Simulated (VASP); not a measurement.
Input of a VASP 6.6.1 run:

File INCAR:

```
SYSTEM = CoO
PREC = Accurate
ENCUT = 520
EDIFF = 1E-6
ISMEAR = 0
SIGMA = 0.05
LREAL = .False.
LASPH = .True.
NELM = 150
ALGO = Normal
ISIF = 2
LWAVE = .False.
LCHARG = .False.
ISPIN = 2
MAGMOM = 0.5 0
LORBIT = 11
LMAXMIX = 4
LDAU = .True.
LDAUTYPE = 2
LDAUL = 2 -1
LDAUU = 3.3 0
LDAUJ = 0 0
LDAUPRINT = 1
GGA = PE
NBANDS = 18
```

Contents of KPOINTS:

```
regular mesh
0
Gamma
  6 6 6
  0 0 0
```

Contents of POSCAR:

```
CoO
1.0
    0.0000000000      2.1315016559      2.1315016559
    2.1315016559      0.0000000000      2.1315016559
    2.1315016559      2.1315016559      0.0000000000
Co O
1 1
Direct
    0.0000000000      0.0000000000      0.0000000000
    0.5000000000      0.5000000000      0.5000000000
```

Potentials or basis: VASP PAW PBE potentials, release 64 (Co, O).

The run is started by

```console
$ cat potpaw_PBE.64/Co/POTCAR potpaw_PBE.64/O/POTCAR > POTCAR
$ mpirun -np 1 vasp_std > vasp.out
```

(1) What does it give for the pressure?

(2) Estimate the site moments.

(3) Predict the net moment.

(4) What does it give for the band gap on the k mesh?

## Answers

(1) -2.3 GPa.

(2) Co +2.73; O +0.26 μB.

(3) 3.00 μB per cell.

(4) zero (filled and empty bands overlap).

Caveat: the k points lie up to 0.43 Å⁻¹ apart; a cell with one magnetic atom can't hold antiferromagnetic order, which such compounds often take.
